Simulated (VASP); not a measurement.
# SrO (P1) in VASP: relaxation of cell and atoms with PBE

Aim: the relaxation of cell and atoms of SrO with PBE.

Program: VASP 6.6.1. These are calculated values, not measurements. Logs are shortened: lines on timing, memory, paths and dates and some standing lists are left out, and cuts for length are marked.

### 1 The cell of the first run

The typed cell holds 8 atoms: a = 4.038 Å, b = 7.009 Å, c = 6.836 Å, α = 109.20°, β = 89.76°, γ = 86.51°.

### 2 Relaxation of cell and atoms, PBE

The input, INCAR:

```
  ALGO = Normal
  EDIFF = 1E-7
  EDIFFG = -0.025
  ENCUT = 600
  GGA = PE
  IBRION = 2
  ISIF = 3
  ISMEAR = 0
  LASPH = T
  LCHARG = F
  LREAL = F
  LWAVE = F
  NELM = 80
  NSW = 80
  PREC = Accurate
  SIGMA = 0.1
```

The input, KPOINTS:

```
k-points
0
Gamma
  4 2 2
```

The input, POSCAR:

```
SrO
1.0
   -2.9343626123     -0.0700816044     -2.7733315252
   -3.0370678624     -5.6935401676      2.7358735664
   -2.7928047538      5.5894402678      2.7719368755
Sr O
4 4
Direct
   -0.0152218471      0.7570634671      0.2638184226
    0.4927026697      0.2577882656      0.2548481485
    0.4926413679      0.7373966267      0.7478160854
    0.0130963012      0.2596843332      0.7432483019
    0.5109884637      0.8706390022      0.1228843467
    0.0053937753      0.3780922849      0.1249063887
    0.0032601443      0.8656716390      0.6204272924
    0.4971391251      0.3736643814      0.6220510137
```

Potentials or basis: VASP PAW PBE potentials, release 64 (Sr_sv, O).

Command:

```console
> cat potpaw_PBE.64/Sr_sv/POTCAR potpaw_PBE.64/O/POTCAR > POTCAR
> mpirun -np 1 vasp_std > vasp.out
```

OUTCAR:

```text
EDIFF = 1E-7
   EDIFFG = -0.025
   ENCUT = 600
   GGA = PE
   IBRION = 2
   ISIF = 3
   ISMEAR = 0
   LASPH = T
   LREAL = F
   NELM = 80
   NSW = 80
   PREC = Accurate

 ion  position               nearest neighbor table
   1  0.985  0.757  0.264-   7 2.31   5 2.36   6 2.51   5 2.60   3 3.90   2 3.93   3 3.94   2 3.94
                             4 3.95   3 4.02   3 4.03   4 4.08   2 4.11   2 4.19
   2  0.493  0.258  0.255-   8 2.37   6 2.38   6 2.54   5 2.56   4 3.85   3 3.90   1 3.93   1 3.94
                             4 3.95   4 4.01   4 4.08   1 4.11   3 4.12   1 4.19
   3  0.493  0.737  0.748-   7 2.41   8 2.41   5 2.43   7 2.56   4 3.83   1 3.90   2 3.90   1 3.94
                             4 3.96   1 4.02   1 4.03   4 4.05   2 4.12   4 4.34
   4  0.013  0.260  0.743-   8 2.40   8 2.43   6 2.46   7 2.61   3 3.83   2 3.85   2 3.95   1 3.95
                             3 3.96   2 4.01   3 4.05   1 4.08   2 4.08   3 4.34
   5  0.511  0.871  0.123-   1 2.36   3 2.43   2 2.56   1 2.60
   6  0.005  0.378  0.125-   2 2.38   4 2.46   1 2.51   2 2.54
   7  0.003  0.866  0.620-   1 2.31   3 2.41   3 2.56   4 2.61
   8  0.497  0.374  0.622-   2 2.37   4 2.40   3 2.41   4 2.43

  LATTYP: Found a triclinic cell.
 ALAT       =     8.0208620094
 B/A-ratio  =     0.8522258477
 C/A-ratio  =     0.5034575249
 COS(alpha) =     0.0041982428
 COS(beta)  =     0.0567859493
 COS(gamma) =     0.5648124835

  Lattice vectors:

 A1 = (  -5.8298726162,  -0.1040998998,   5.5078104419)
 A2 = (  -2.7928047538,   5.5894402678,   2.7719368755)
 A3 = (  -2.9343626123,  -0.0700816044,  -2.7733315252)

Analysis of symmetry for initial positions (statically):
=====================================================================
 Subroutine PRICEL returns:
 Original cell was already a primitive cell.

 Routine SETGRP: Setting up the symmetry group for a
 triclinic supercell.

 Subroutine GETGRP returns: Found  1 space group operations
 (whereof  1 operations were pure point group operations)
 out of a pool of  2 trial point group operations.

The static configuration has the point symmetry C_1 .

Analysis of symmetry for dynamics (positions and initial velocities):
=====================================================================
 Subroutine PRICEL returns:
 Original cell was already a primitive cell.

 Routine SETGRP: Setting up the symmetry group for a
 triclinic supercell.

 Subroutine GETGRP returns: Found  1 space group operations
 (whereof  1 operations were pure point group operations)
 out of a pool of  2 trial point group operations.

The dynamic configuration has the point symmetry C_1 .

 Subroutine INISYM returns: Found  1 space group operations
 (whereof  1 operations are pure point group operations),
 and found     1 'primitive' translations

----------------------------------------------------------------------------------------

                                     Primitive cell

  volume of cell :     182.3056

  direct lattice vectors                    reciprocal lattice vectors
    -2.934362612 -0.070081604 -2.773331525    -0.170450818  0.004266461 -0.180337074
    -3.037067862 -5.693540168  2.735873566    -0.083964017 -0.087102332  0.091040376
    -2.792804754  5.589440268  2.771936875    -0.087664945  0.090237725  0.090474842

  length of vectors
     4.038163335  7.008936083  6.835585925     0.248179661  0.151410443  0.154963501

  position of ions in fractional coordinates (direct lattice)
     0.984778153  0.757063467  0.263818423
     0.492702670  0.257788266  0.254848149
     0.492641368  0.737396627  0.747816085
     0.013096301  0.259684333  0.743248302
     0.510988464  0.870639002  0.122884347
     0.005393775  0.378092285  0.124906389
     0.003260144  0.865671639  0.620427292
     0.497139125  0.373664381  0.622051014

  ion indices of the primitive-cell ions
   primitive index   ion index
                 1           1
                 2           2
                 3           3
                 4           4
                 5           5
                 6           6
                 7           7
                 8           8

----------------------------------------------------------------------------------------

 KPOINTS: k-points

Automatic generation of k-mesh.
 Grid dimensions read from file:
 generate k-points for:    4    2    2

 Generating k-lattice:

  Cartesian coordinates                     Fractional coordinates (reciprocal lattice)
    -0.042612705  0.001066615 -0.045084268     0.250000000 -0.000000000  0.000000000
    -0.041982009 -0.043551166  0.045520188     0.000000000  0.500000000 -0.000000000
    -0.043832472  0.045118863  0.045237421     0.000000000  0.000000000  0.500000000

  Length of vectors
     0.062044915  0.075705222  0.077481750

  Shift w.r.t. Gamma in fractional coordinates (k-lattice)
     0.000000000  0.000000000  0.000000000

 Subroutine IBZKPT returns following result:
 ===========================================

 Found     12 irreducible k-points:

 Following reciprocal coordinates:
            Coordinates               Weight
  0.000000  0.000000  0.000000      1.000000
  0.250000  0.000000 -0.000000      2.000000
  0.500000  0.000000 -0.000000      1.000000
  0.000000  0.500000 -0.000000      1.000000
  0.250000  0.500000 -0.000000      2.000000
  0.500000  0.500000 -0.000000      1.000000
  0.000000 -0.000000  0.500000      1.000000
  0.250000 -0.000000  0.500000      2.000000
  0.500000 -0.000000  0.500000      1.000000
 -0.000000  0.500000  0.500000      1.000000
  0.250000  0.500000  0.500000      2.000000
  0.500000  0.500000  0.500000      1.000000
   k-points           NKPTS =     12   k-points in BZ     NKDIM =     12   number of bands    NBANDS=     38
   number of dos      NEDOS =    301   number of ions     NIONS =      8
   total plane-waves  NPLWV = 100352
   dimension x,y,z NGX =    32 NGY =   56 NGZ =   56
   dimension x,y,z NGXF=    64 NGYF=  112 NGZF=  112
   ions per type =               4   4
   NGX,Y,Z   is equivalent  to a cutoff of  13.17, 13.28, 13.62 a.u.
   NGXF,Y,Z  is equivalent  to a cutoff of  26.35, 26.57, 27.24 a.u.
 SYSTEM =  unknown system
   PREC   = accura    normal or accurate (medium, high low for compatibility)
   ISTART =      0    job   : 0-new  1-cont  2-samecut
   ICHARG =      2    charge: 1-file 2-atom 10-const
   ISPIN  =      1    spin polarized calculation?
   LNONCOLLINEAR =      F non collinear calculations
   LSORBIT =      F    spin-orbit coupling
   LASPH  =      T    aspherical Exc in radial PAW
   ENCUT  =  600.0 eV  44.10 Ry    6.64 a.u.   8.07 14.00 13.65*2*pi/ulx,y,z
   NELM   =     80;   NELMIN=  2; NELMDL= -5     # of ELM steps
   EDIFF  = 0.1E-06   stopping-criterion for ELM
   LREAL  =      F    real-space projection
   EDIFFG = -.3E-01   stopping-criterion for IOM
   NSW    =     80    number of steps for IOM
   IBRION =      2    ionic relax: 0-MD 1-quasi-New 2-CG
   NFREE  =      1    steps in history (QN), initial steepest desc. (CG)
   ISIF   =      3    stress and relaxation
   ISYM   =      2    0-nonsym 1-usesym 2-fastsym
   POTIM  = 0.5000    time-step for ionic-motion
   TEBEG  =    0.0;   TEEND  =   0.0 temperature during run
   PSTRESS=    0.0 pullay stress
   NELECT =      64.0000    total number of electrons
   NUPDOWN=      -1.0000    fix difference up-down
   EMIN   =  10.00;   EMAX   =-10.00  energy-range for DOS
   EFERMI =   0.00;   METHOD = LEGACY
   ISMEAR =     0;   SIGMA  =   0.10  broadening in eV -4-tet -1-fermi 0-gaus
   EFERMI_NEDOS =   21; number of points for ismear=-14 and -15
   IALGO  =     38    algorithm
   IMIX   =      4    mixing-type and parameters
     AMIX     =   0.40;   BMIX     =  1.00
     AMIX_MAG =   1.60;   BMIX_MAG =  1.00
  volume/ion in A,a.u.               =      22.79       153.78
  Fermi-wavevector in a.u.,A,eV,Ry     =   1.154875  2.182397 18.146571  1.333735
  Thomas-Fermi vector in A             =   2.291508
   LORBIT       =      0    0 simple, 1 ext, 2 COOP (PROOUT), +10 PAW based schemes
   GGA     = PE    functional components
   LHFCALC =     F    Hartree Fock is set to
   AEXX    =    0.0000 exact exchange contribution
   IVDW    =     0    specifies the selected vdW correction
   LEPSILON=     F    determine dielectric tensor
   LRPA    =     F    only Hartree local field effects (RPA)
 conjugate gradient relaxation of ions
 non-spin polarized calculation
 Gauss-broadening in eV      SIGMA  =   0.10
  energy-cutoff  :      600.00
  volume of cell :      182.31
 maximum number of plane-waves:      6106
   NGX = 17   NGY = 27   NGZ = 27

--------------------------------------- Ionic step        1  -------------------------------------------

 number of electron      64.0000001 magnetization

 Free energy of the ion-electron system (eV)
  ---------------------------------------------------
  ext. energy  EPLUGINS =         0.00000000
  ---------------------------------------------------
  free energy    TOTEN  =       -46.77742667 eV

  energy without entropy =      -46.77742667  energy(sigma->0) =      -46.77742667

------------------------ aborting loop because EDIFF is reached ----------------------------------------

  FORCE on cell =-STRESS in cart. coord.  units (eV):
  Direction    XX          YY          ZZ          XY          YZ          ZX
  --------------------------------------------------------------------------------------
  -------------------------------------------------------------------------------------
  Total       -1.3890130     -0.6016431     -0.6211982     -2.5971934     -0.1123905     -0.2943574
  in kB      -12.2072240     -5.2874900     -5.4593481    -22.8252160     -0.9877342     -2.5869351
  external PRESSURE =      -7.6513540 kB  Pullay stress =       0.0000000 kB
[... 107 lines left out ...]
  FREE ENERGIE OF THE ION-ELECTRON SYSTEM (eV)
  ---------------------------------------------------
  free  energy   TOTEN  =       -47.0456530200 eV

  energy  without entropy=      -47.0456530200  energy(sigma->0) =      -47.04565302

[... ionic steps 4 to 10 ...]

--------------------------------------- Ionic step       11  -------------------------------------------

 number of electron      64.0000000 magnetization

------------------------ aborting loop because EDIFF is reached ----------------------------------------

  FORCE on cell =-STRESS in cart. coord.  units (eV):
  Direction    XX          YY          ZZ          XY          YZ          ZX
  --------------------------------------------------------------------------------------
  -------------------------------------------------------------------------------------
  Total       -0.0548274     -0.0962288      0.0015641      0.0400966      0.0276617      0.0111966
  in kB       -0.4934585     -0.8660804      0.0140772      0.3608779      0.2489617      0.1007717
  external PRESSURE =      -0.4484873 kB  Pullay stress =       0.0000000 kB
[... 69 lines left out ...]
  energy  without entropy=      -47.0734052866  energy(sigma->0) =      -47.07340529

--------------------------------------- Ionic step       13  -------------------------------------------

 number of electron      64.0000000 magnetization

 Free energy of the ion-electron system (eV)
  ---------------------------------------------------
  ext. energy  EPLUGINS =         0.00000000
  ---------------------------------------------------
  free energy    TOTEN  =       -47.07367623 eV

  energy without entropy =      -47.07367623  energy(sigma->0) =      -47.07367623

 E-fermi :   0.7173     XC(G=0):  -8.5375

 val. band max:        0.2023062455   @ k =   0.5000   0.0000  -0.0000
 cond. band min:       2.6766941162   @ k =   0.0000   0.0000   0.0000
 fundamental gap:      2.4743878706
 Fermi energy:         0.7173166527

 k-point     1 :       0.0000    0.0000    0.0000
  band No.  band energies     occupation
      1     -32.0816      2.00000
      2     -32.0273      2.00000
      3     -32.0266      2.00000
      4     -32.0093      2.00000
      5     -15.9955      2.00000
      6     -15.8293      2.00000
[... 516 lines left out ...]
  FREE ENERGIE OF THE ION-ELECTRON SYSTEM (eV)
  ---------------------------------------------------
  free  energy   TOTEN  =       -47.0736762313 eV

  energy  without entropy=      -47.0736762313  energy(sigma->0) =      -47.07367623

 reached required accuracy - stopping structural energy minimisation
```

It took 28 min on 1 thread of Intel Xeon 8259CL, shared host; peak memory 0.37 GiB.

Results:

```yaml
Free_energy: -47.0737 eV
Relaxed_volume: 22.23 Å³/atom
Relaxed_cell: a = 3.967 Å, b = 6.902 Å, c = 6.896 Å, α = 109.66°, β = 90.01°, γ = 89.99°
Space_group_after_relaxing_to_0.1_Å: F-43m (No. 216)
Energy_gained_by_relaxing: 37.0 meV/atom
Ionic_steps: 13
Pressure_after_relaxing: 0.0 GPa
Largest_force_after_relaxing: 0.016 eV/Å
Band_gap_on_the_k_mesh: 2.47 eV
```

Forces in eV/Å, atoms in the order of the input:
```
Sr  -0.004 -0.003 -0.015
Sr  -0.009  0.009  0.004
Sr   0.004 -0.011 -0.012
Sr  -0.001 -0.010  0.009
O    0.006  0.003 -0.005
O    0.004  0.013  0.007
O   -0.001 -0.007  0.008
O    0.002  0.006  0.004
```

Step by step:
```tsv
step	energy change (eV)	largest force (eV/Å)	pressure (GPa)	volume (Å³)
1	0.0000	1.0840	-0.77	182.31
2	-0.2292	0.5808	-0.45	179.40
3	-0.2682	0.3626	0.08	177.59
4	-0.2849	0.1279	0.03	177.64
5	-0.2876	0.1109	0.03	177.67
6	-0.2905	0.0416	-0.01	177.78
7	-0.2916	0.0725	-0.04	177.91
8	-0.2935	0.0475	0.02	177.78
9	-0.2942	0.1078	0.19	177.35
10	-0.2948	0.0801	0.12	177.52
11	-0.2959	0.0403	-0.04	178.02
12	-0.2960	0.0356	-0.08	178.13
13	-0.2962	0.0165	0.03	177.82
```

Final structure:
```
Sr O
1.0
    -2.80561    0.00051   -2.80511
    -2.81414   -5.64041    2.81157
    -2.80552    5.63853    2.80814
Sr O
4 4
Direct
  0.99792 0.75069 0.25114
  0.50038 0.25075 0.24885
  0.49957 0.74912 0.75138
  0.00178 0.24879 0.74883
  0.49797 0.87633 0.12640
  0.00071 0.37607 0.12351
  0.99978 0.87393 0.62608
  0.50188 0.37433 0.62380
```

Caveat: the k points lie up to 0.48 Å⁻¹ apart in the final cell.
